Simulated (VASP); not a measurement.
# NbAs (P3m1) in VASP: further runs

Runs on NbAs. Level: PBE. Tasks: relaxation of cell and atoms, single point.

Program: VASP 6.6.1. These are calculated values, not measurements. Logs are shortened: lines on timing, memory, paths and dates and some standing lists are left out, and cuts for length are marked.

**1. The cell of the first run**

It takes space group P3m1 (No. 156, trigonal). Conventional cell: a = 3.955 Å, b = 3.955 Å, c = 6.440 Å, α = 90.00°, β = 90.00°, γ = 120.00°. Within 3.5 Å of Nb (site symmetry 3m) lie 6 As at 2.65 Å and 3 Nb at 3.40 Å. Within 3.5 Å of Nb (site symmetry 3m) lie 4 As at 2.57 Å and 3 Nb at 3.40 Å. As (site symmetry 3m) has 4 Nb at 2.57 to 2.65 Å and 3 As at 3.53 Å within 3.6 Å. Within 3.6 Å of As (site symmetry 3m) lie 6 Nb at 2.57 to 2.65 Å and 3 As at 3.53 Å.

**2. Relaxation of cell and atoms, PBE**

INCAR reads:

```
PREC     = Accurate       # precision mode
ENCUT    = 600            # plane-wave cutoff, eV
EDIFF    = 1E-6           # SCF threshold, eV
ISMEAR   = 0              # smearing method
SIGMA    = 0.1            # smearing width, eV
LREAL    = F              # projectors in reciprocal space
LASPH    = T              # aspherical terms in the spheres
NELM     = 80             # most SCF steps
ALGO     = Normal         # electronic algorithm
ISIF     = 3              # what is computed and relaxed
LWAVE    = F              # write WAVECAR
LCHARG   = F              # write CHGCAR
GGA      = PE             # functional
IBRION   = 2              # ionic algorithm
NSW      = 90             # ionic steps
EDIFFG   = -0.04          # ionic threshold
```

KPOINTS reads:

```
Automatic mesh
0
Gamma
  6 6 4
```

POSCAR reads:

```
NbAs
1.0
    3.9553413900      0.0000000000      0.0000000000
   -1.9776706900      3.4254261200      0.0000000000
    0.0000000000      0.0000000000      6.4395025300
Nb As
2 2
Direct
    0.6666666700      0.3333333300      0.2087842900
    0.0000000000      0.0000000000      0.6008232000
    0.0000000000      0.0000000000      0.0000000000
    0.3333333300      0.6666666700      0.4175685900
```

Potentials or basis: VASP PAW PBE potentials, release 64 (Nb_sv, As).

Command:

```bash
> cat potpaw_PBE.64/Nb_sv/POTCAR potpaw_PBE.64/As/POTCAR > POTCAR
> mpirun -np 1 vasp_std > vasp.out
```

OUTCAR:

```text
PREC = Accurate
   ENCUT = 600
   EDIFF = 1E-6
   ISMEAR = 0
   LREAL = F
   LASPH = T
   NELM = 80
   ISIF = 3
   GGA = PE
   IBRION = 2
   NSW = 90
   EDIFFG = -0.04

 ion  position               nearest neighbor table
   1  0.667  0.333  0.209-   3 2.65   3 2.65   3 2.65   4 2.65   4 2.65   4 2.65
   2  0.000  0.000  0.601-   4 2.57   4 2.57   4 2.57   3 2.57
   3  0.000  0.000  0.000-   2 2.57   1 2.65   1 2.65   1 2.65
   4  0.333  0.667  0.418-   2 2.57   2 2.57   2 2.57   1 2.65   1 2.65   1 2.65

  LATTYP: Found a hexagonal cell.
 ALAT       =     3.9553413900
 C/A-ratio  =     1.6280522704

  Lattice vectors:

 A1 = (   3.9553413900,   0.0000000000,   0.0000000000)
 A2 = (  -1.9776706900,   3.4254261200,   0.0000000000)
 A3 = (   0.0000000000,   0.0000000000,   6.4395025300)

Analysis of symmetry for initial positions (statically):
=====================================================================
 Subroutine PRICEL returns:
 Original cell was already a primitive cell.

 Routine SETGRP: Setting up the symmetry group for a
 hexagonal supercell.

 Subroutine GETGRP returns: Found  6 space group operations
 (whereof  6 operations were pure point group operations)
 out of a pool of 24 trial point group operations.

The static configuration has the point symmetry C_3v.

Analysis of symmetry for dynamics (positions and initial velocities):
=====================================================================
 Subroutine PRICEL returns:
 Original cell was already a primitive cell.

 Routine SETGRP: Setting up the symmetry group for a
 hexagonal supercell.

 Subroutine GETGRP returns: Found  6 space group operations
 (whereof  6 operations were pure point group operations)
 out of a pool of 24 trial point group operations.

The dynamic configuration has the point symmetry C_3v.

 Subroutine INISYM returns: Found  6 space group operations
 (whereof  6 operations are pure point group operations),
 and found     1 'primitive' translations

----------------------------------------------------------------------------------------

                                     Primitive cell

  volume of cell :      87.2471

  direct lattice vectors                    reciprocal lattice vectors
     3.955341390  0.000000000  0.000000000     0.252822677  0.145967241  0.000000000
    -1.977670690  3.425426120  0.000000000     0.000000000  0.291934482  0.000000000
     0.000000000  0.000000000  6.439502530     0.000000000  0.000000000  0.155291499

  length of vectors
     3.955341390  3.955341384  6.439502530     0.291934482  0.291934482  0.155291499

  position of ions in fractional coordinates (direct lattice)
     0.666666670  0.333333330  0.208784290
     0.000000000  0.000000000  0.600823200
     0.000000000  0.000000000  0.000000000
     0.333333330  0.666666670  0.417568590

  ion indices of the primitive-cell ions
   primitive index   ion index
                 1           1
                 2           2
                 3           3
                 4           4

----------------------------------------------------------------------------------------

 KPOINTS: Automatic mesh

Automatic generation of k-mesh.
 Grid dimensions read from file:
 generate k-points for:    6    6    4

 Generating k-lattice:

  Cartesian coordinates                     Fractional coordinates (reciprocal lattice)
     0.042137113  0.024327873  0.000000000     0.166666667  0.000000000  0.000000000
     0.000000000  0.048655747  0.000000000     0.000000000  0.166666667  0.000000000
     0.000000000  0.000000000  0.038822875     0.000000000  0.000000000  0.250000000

  Length of vectors
     0.048655747  0.048655747  0.038822875

  Shift w.r.t. Gamma in fractional coordinates (k-lattice)
     0.000000000  0.000000000  0.000000000

 Subroutine IBZKPT returns following result:
 ===========================================

 Found     24 irreducible k-points:

 Following reciprocal coordinates:
            Coordinates               Weight
  0.000000  0.000000  0.000000      1.000000
  0.166667  0.000000  0.000000      6.000000
  0.333333 -0.000000  0.000000      6.000000
  0.500000 -0.000000  0.000000      3.000000
  0.166667  0.166667  0.000000      6.000000
  0.333333  0.166667  0.000000     12.000000
[... 16 lines left out ...]
  0.333333  0.166667  0.500000     12.000000
  0.333333  0.333333  0.500000      2.000000
   k-points           NKPTS =     24   k-points in BZ     NKDIM =     24   number of bands    NBANDS=     22
   number of dos      NEDOS =    301   number of ions     NIONS =      4
   total plane-waves  NPLWV =  55296
   dimension x,y,z NGX =    32 NGY =   32 NGZ =   54
   dimension x,y,z NGXF=    64 NGYF=   64 NGZF=  108
   ions per type =               2   2
   NGX,Y,Z   is equivalent  to a cutoff of  13.45, 13.45, 13.94 a.u.
   NGXF,Y,Z  is equivalent  to a cutoff of  26.90, 26.90, 27.88 a.u.
 SYSTEM =  unknown system
   PREC   = accura    normal or accurate (medium, high low for compatibility)
   ISTART =      0    job   : 0-new  1-cont  2-samecut
   ICHARG =      2    charge: 1-file 2-atom 10-const
   ISPIN  =      1    spin polarized calculation?
   LNONCOLLINEAR =      F non collinear calculations
   LSORBIT =      F    spin-orbit coupling
   LASPH  =      T    aspherical Exc in radial PAW
   ENCUT  =  600.0 eV  44.10 Ry    6.64 a.u.   7.90  7.90 12.86*2*pi/ulx,y,z
   NELM   =     80;   NELMIN=  2; NELMDL= -5     # of ELM steps
   EDIFF  = 0.1E-05   stopping-criterion for ELM
   LREAL  =      F    real-space projection
   EDIFFG = -.4E-01   stopping-criterion for IOM
   NSW    =     90    number of steps for IOM
   IBRION =      2    ionic relax: 0-MD 1-quasi-New 2-CG
   NFREE  =      1    steps in history (QN), initial steepest desc. (CG)
   ISIF   =      3    stress and relaxation
   ISYM   =      2    0-nonsym 1-usesym 2-fastsym
   POTIM  = 0.5000    time-step for ionic-motion
   TEBEG  =    0.0;   TEEND  =   0.0 temperature during run
   PSTRESS=    0.0 pullay stress
   NELECT =      36.0000    total number of electrons
   NUPDOWN=      -1.0000    fix difference up-down
   EMIN   =  10.00;   EMAX   =-10.00  energy-range for DOS
   EFERMI =   0.00;   METHOD = LEGACY
   ISMEAR =     0;   SIGMA  =   0.10  broadening in eV -4-tet -1-fermi 0-gaus
   EFERMI_NEDOS =   21; number of points for ismear=-14 and -15
   IALGO  =     38    algorithm
   IMIX   =      4    mixing-type and parameters
     AMIX     =   0.40;   BMIX     =  1.00
     AMIX_MAG =   1.60;   BMIX_MAG =  1.00
  volume/ion in A,a.u.               =      21.81       147.19
  Fermi-wavevector in a.u.,A,eV,Ry     =   1.218780  2.303160 20.210434  1.485425
  Thomas-Fermi vector in A             =   2.354055
   LORBIT       =      0    0 simple, 1 ext, 2 COOP (PROOUT), +10 PAW based schemes
   GGA     = PE    functional components
   LHFCALC =     F    Hartree Fock is set to
   AEXX    =    0.0000 exact exchange contribution
   IVDW    =     0    specifies the selected vdW correction
   LEPSILON=     F    determine dielectric tensor
   LRPA    =     F    only Hartree local field effects (RPA)
 conjugate gradient relaxation of ions
 non-spin polarized calculation
 Gauss-broadening in eV      SIGMA  =   0.10
  energy-cutoff  :      600.00
  volume of cell :       87.25
 maximum number of plane-waves:      2946
   NGX = 15   NGY = 15   NGZ = 25

--------------------------------------- Ionic step        1  -------------------------------------------

 number of electron      36.0000000 magnetization

 Free energy of the ion-electron system (eV)
  ---------------------------------------------------
  ext. energy  EPLUGINS =         0.00000000
  ---------------------------------------------------
  free energy    TOTEN  =       -30.17299328 eV

  energy without entropy =      -30.15746939  energy(sigma->0) =      -30.16523133

------------------------ aborting loop because EDIFF is reached ----------------------------------------

  FORCE on cell =-STRESS in cart. coord.  units (eV):
  Direction    XX          YY          ZZ          XY          YZ          ZX
  --------------------------------------------------------------------------------------
  -------------------------------------------------------------------------------------
  Total       -2.4581822     -2.4581822     -0.8081062     -0.0000000      0.0000000     -0.0000000
  in kB      -45.1412689    -45.1412688    -14.8398034     -0.0000001      0.0000000     -0.0000000
  external PRESSURE =     -35.0407803 kB  Pullay stress =       0.0000000 kB
[... 95 lines left out ...]
  FREE ENERGIE OF THE ION-ELECTRON SYSTEM (eV)
  ---------------------------------------------------
  free  energy   TOTEN  =       -30.2876763783 eV

  energy  without entropy=      -30.2710344413  energy(sigma->0) =      -30.27935541

[... ionic steps 4 to 14 ...]

--------------------------------------- Ionic step       15  -------------------------------------------

 number of electron      36.0000001 magnetization

------------------------ aborting loop because EDIFF is reached ----------------------------------------

  FORCE on cell =-STRESS in cart. coord.  units (eV):
  Direction    XX          YY          ZZ          XY          YZ          ZX
  --------------------------------------------------------------------------------------
  -------------------------------------------------------------------------------------
  Total        0.2121777      0.2121777      0.7153668      0.0000000      0.0000000      0.0000000
  in kB        4.1837635      4.1837634     14.1057510      0.0000000      0.0000000      0.0000000
  external PRESSURE =       7.4910926 kB  Pullay stress =       0.0000000 kB
[... 61 lines left out ...]
  energy  without entropy=      -30.5045301200  energy(sigma->0) =      -30.50862537

--------------------------------------- Ionic step       17  -------------------------------------------

 number of electron      36.0000001 magnetization

 Free energy of the ion-electron system (eV)
  ---------------------------------------------------
  ext. energy  EPLUGINS =         0.00000000
  ---------------------------------------------------
  free energy    TOTEN  =       -30.51400426 eV

  energy without entropy =      -30.50576400  energy(sigma->0) =      -30.50988413

 E-fermi :   7.6596     XC(G=0): -10.9067

 val. band max:        7.6155635148   @ k =   0.3333   0.3333   0.0000
 cond. band min:       7.6995474432   @ k =   0.3333  -0.0000   0.2500
 fundamental gap:      0.0839839284
 Fermi energy:         7.6595565631

 k-point     1 :       0.0000    0.0000    0.0000
  band No.  band energies     occupation
      1     -47.7391      2.00000
      2     -47.5311      2.00000
      3     -23.8278      2.00000
      4     -23.7926      2.00000
      5     -23.7926      2.00000
      6     -23.6338      2.00000
[... 620 lines left out ...]
  FREE ENERGIE OF THE ION-ELECTRON SYSTEM (eV)
  ---------------------------------------------------
  free  energy   TOTEN  =       -30.5140042569 eV

  energy  without entropy=      -30.5057639963  energy(sigma->0) =      -30.50988413

 reached required accuracy - stopping structural energy minimisation
```

Run time: 11 min. Hardware: 1 thread of Intel Xeon Platinum 8488C (Sapphire Rapids), shared host; peak memory 0.26 GiB.

Results:

* Free energy: -30.5140 eV
* Relaxed volume: 20.44 Å³/atom
* Relaxed cell: a = 3.654 Å, b = 3.654 Å, c = 7.073 Å, α = 90.00°, β = 90.00°, γ = 120.00°
* Space group after relaxing (to 0.1 Å): P3m1 (No. 156)
* Energy gained by relaxing: 85.3 meV/atom
* Ionic steps: 17
* Pressure after relaxing: 0.0 GPa
* Largest force after relaxing: 0.022 eV/Å
* Band gap on the k mesh: zero (bands 18 and 19 overlap by 0.93 eV)

Forces in eV/Å, atoms in the order of the input:
```
Nb   0.000  0.000  0.022
Nb   0.000  0.000 -0.007
As   0.000  0.000 -0.010
As   0.000  0.000 -0.005
```

Step by step:
```csv
step,energy change (eV),largest force (eV/Å),pressure (GPa),volume (Å³)
1,0.0000,1.1008,-3.50,87.25
2,-0.0947,0.8115,5.35,81.35
3,-0.1147,0.8531,2.48,82.99
4,-0.1784,0.5066,0.17,84.41
5,-0.1784,0.5230,0.10,84.46
6,-0.2030,0.2736,-0.95,84.80
7,-0.2306,0.4475,-3.07,85.49
8,-0.2373,0.4545,-3.06,85.37
9,-0.2567,0.4770,-3.02,85.02
10,-0.2870,0.6997,-2.92,84.30
11,-0.2851,1.1763,-2.53,82.75
12,-0.2966,0.9337,-2.79,83.63
13,-0.3167,0.7351,-1.85,82.94
14,-0.3378,0.2388,0.61,81.34
15,-0.3378,0.2098,0.75,81.25
16,-0.3397,0.1375,0.50,81.43
17,-0.3410,0.0224,-0.02,81.76
```

Final structure:
```cif
data_structure
_symmetry_space_group_name_H-M 'P 1'
_symmetry_Int_Tables_number 1
_cell_length_a 3.6536
_cell_length_b 3.6536
_cell_length_c 7.0728
_cell_angle_alpha 90.000
_cell_angle_beta 90.000
_cell_angle_gamma 120.000
_cell_volume 81.76
loop_
_atom_site_label
_atom_site_type_symbol
_atom_site_fract_x
_atom_site_fract_y
_atom_site_fract_z
_atom_site_occupancy
Nb1 Nb 0.66667 0.33333 0.21208 1
Nb2 Nb 0.00000 0.00000 0.61075 1
As1 As 0.00000 0.00000 0.97898 1
As2 As 0.33333 0.66667 0.42537 1
```

**3. Single point, PBE**

This run uses another cell than the first one, of 20.39 Å³/atom.

INCAR reads:

```
SYSTEM = NbAs
PREC = Accurate
ENCUT = 520
EDIFF = 1E-7
ISMEAR = 0
SIGMA = 0.1
LREAL = .False.
LASPH = .True.
NELM = 60
ALGO = Normal
ISIF = 2
LWAVE = .False.
LCHARG = .False.
GGA = PE
NBANDS = 26
```

KPOINTS reads:

```
Automatic mesh
0
Gamma
  12 12 8
  0 0 0
```

POSCAR reads:

```
NbAs
1.0
    3.6419803604      0.0000000000      0.0000000000
   -1.8209901802      3.1540475122      0.0000000000
    0.0000000000      0.0000000000      7.1017071618
Nb As
2 2
Direct
    0.6666666667      0.3333333333      0.2117540829
    0.0000000000      0.0000000000      0.6116873327
    0.0000000000      0.0000000000      0.9787066628
    0.3333333333      0.6666666667      0.4250280015
```

Potentials or basis: VASP PAW PBE potentials, release 64 (Nb_sv, As).

Command:

```bash
> cat potpaw_PBE.64/Nb_sv/POTCAR potpaw_PBE.64/As/POTCAR > POTCAR
> mpirun -np 1 vasp_std > vasp.out
```

Run time: 3.7 min. Hardware: 1 thread of Intel Xeon Platinum 8488C (Sapphire Rapids), shared host; peak memory 0.37 GiB.

Results (log left out):

| Property | Result |
| --- | --- |
| Free energy | -30.5049 eV |
| Pressure | 0.0 GPa |
| Largest force | 0.011 eV/Å |
| Band gap on the k mesh | zero (bands 18 and 19 overlap by 0.89 eV) |

Forces in eV/Å, atoms in the order of the input:
```
Nb   0.000  0.000 -0.006
Nb   0.000  0.000  0.011
As   0.000  0.000  0.005
As   0.000  0.000 -0.010
```

Levels at points of the mesh, in eV from the Fermi level:
| k point | band 14 | band 15 | band 16 | band 17 | band 18 | band 19 | band 20 | band 21 | band 22 | band 23 |
| --- | --- | --- | --- | --- | --- | --- | --- | --- | --- | --- |
| (0.00, 0.00, 0.00) | -2.72 | -1.22 | -1.22 | -0.65 | -0.65 | -0.42 | 0.83 | 0.83 | 2.17 | 3.02 |
| (0.50, 0.00, 0.00) | -3.68 | -2.93 | -2.02 | -0.78 | 0.36 | 1.05 | 1.26 | 1.43 | 1.73 | 2.00 |
| (0.00, 0.00, 0.50) | -3.01 | -1.15 | -1.15 | -0.87 | -0.36 | -0.36 | 0.77 | 0.77 | 2.23 | 2.23 |
| (0.50, 0.00, 0.50) | -3.62 | -3.09 | -1.46 | -1.35 | 0.35 | 0.97 | 1.27 | 1.58 | 2.14 | 2.27 |

**4. Single point, PBE, collinear spin**

This run uses another cell than the first one, of 20.43 Å³/atom.

INCAR reads:

```
SYSTEM = NbAs
PREC = Accurate
ENCUT = 520
EDIFF = 1E-6
ISMEAR = 0
SIGMA = 0.1
LREAL = .False.
LASPH = .True.
NELM = 150
ALGO = Normal
ISIF = 2
LWAVE = .False.
LCHARG = .True.
ISPIN = 2
MAGMOM = 1 1 0 0
LORBIT = 11
LMAXMIX = 4
GGA = PE
LELF = .True.
LVHAR = .True.
NBANDS = 30
```

KPOINTS reads:

```
regular mesh
0
Gamma
  6 6 4
  0 0 0
```

POSCAR reads:

```
NbAs
1.0
    3.6555970081      0.0000000000      0.0000000000
   -1.8277985041      3.1658398750      0.0000000000
    0.0000000000      0.0000000000      7.0626857712
Nb As
2 2
Direct
    0.6666666667      0.3333333333      0.2122270904
    0.0000000000      0.0000000000      0.6104243854
    0.0000000000      0.0000000000      0.9791401110
    0.3333333333      0.6666666667      0.4253844931
```

Command:

```bash
> cat potpaw_PBE.64/Nb_sv/POTCAR potpaw_PBE.64/As/POTCAR > POTCAR
> mpirun -np 1 vasp_std > vasp.out
```

Run time: 1.9 min. Hardware: 1 thread of Intel Xeon Platinum 8488C (Sapphire Rapids), shared host; peak memory 0.26 GiB.

It converged, with:

```
Free energy                                           : -30.5135 eV
Pressure                                              : 0.1 GPa
Largest force                                         : 0.026 eV/Å
Band gap on the k mesh                                : zero (filled and empty bands overlap)
Net moment                                            : 0.00 μB per cell
Valence electrons inside the program's atomic spheres : Nb 10.61, 10.67; As 2.80, 3.02
```

Forces on the atoms (eV/Å):
```
Nb   0.000  0.000  0.012
Nb   0.000  0.000  0.026
As   0.000  0.000 -0.023
As   0.000  0.000 -0.015
```

Stress tensor (GPa, compression positive):
```
0.06 0.00 0.00
0.00 0.06 0.00
0.00 0.00 0.15
```

Levels at points of the mesh, in eV from the Fermi level:
Spin up:
```
           k point  band 16  band 17  band 18  band 19  band 20  band 21
(0.00, 0.00, 0.00)    -1.19    -0.64    -0.64    -0.31     0.89     0.89
(0.50, 0.00, 0.00)    -1.96    -0.76     0.41     1.08     1.38     1.45
(0.00, 0.00, 0.50)    -1.12    -0.77    -0.33    -0.33     0.83     0.83
(0.50, 0.00, 0.50)    -1.39    -1.32     0.40     1.09     1.27     1.60
```
Spin down:
| k point | band 14 | band 15 | band 16 | band 17 | band 18 | band 19 | band 20 | band 21 | band 22 | band 23 |
| --- | --- | --- | --- | --- | --- | --- | --- | --- | --- | --- |
| (0.00, 0.00, 0.00) | -2.64 | -1.19 | -1.19 | -0.64 | -0.64 | -0.31 | 0.89 | 0.89 | 2.26 | 3.06 |
| (0.50, 0.00, 0.00) | -3.61 | -2.88 | -1.96 | -0.76 | 0.41 | 1.08 | 1.38 | 1.45 | 1.76 | 2.00 |
| (0.00, 0.00, 0.50) | -2.91 | -1.12 | -1.12 | -0.77 | -0.33 | -0.33 | 0.83 | 0.83 | 2.28 | 2.28 |
| (0.50, 0.00, 0.50) | -3.54 | -3.04 | -1.39 | -1.32 | 0.40 | 1.09 | 1.27 | 1.60 | 2.15 | 2.28 |

**5. Overview**

| task | spin | cell | k mesh | cutoff (eV) | gap on the mesh (eV) | pressure (GPa) | largest force (eV/Å) |
| --- | --- | --- | --- | --- | --- | --- | --- |
| relaxation of cell and atoms | off | relaxed from a = 3.955, b = 3.955, c = 6.440 Å, angles 90.0, 90.0, 120.0°, 4 atoms, atomic positions A | 6 × 6 × 4 | 600 | none | 0.0 | 0.02 |
| single point | off | a = 3.642, b = 3.642, c = 7.102 Å, angles 90.0, 90.0, 120.0°, 4 atoms, atomic positions B | 12 × 12 × 8 | 520 | none | 0.0 | 0.01 |
| single point | collinear | a = 3.656, b = 3.656, c = 7.063 Å, angles 90.0, 90.0, 120.0°, 4 atoms, atomic positions C | 6 × 6 × 4 | 520 | none | 0.1 | 0.03 |

Alike in all rows: level PBE; potentials or basis VASP PAW PBE potentials, release 64 (Nb_sv, As); smearing gaussian 0.1 eV.

Absolute energies hang on the potentials; compare differences alone.
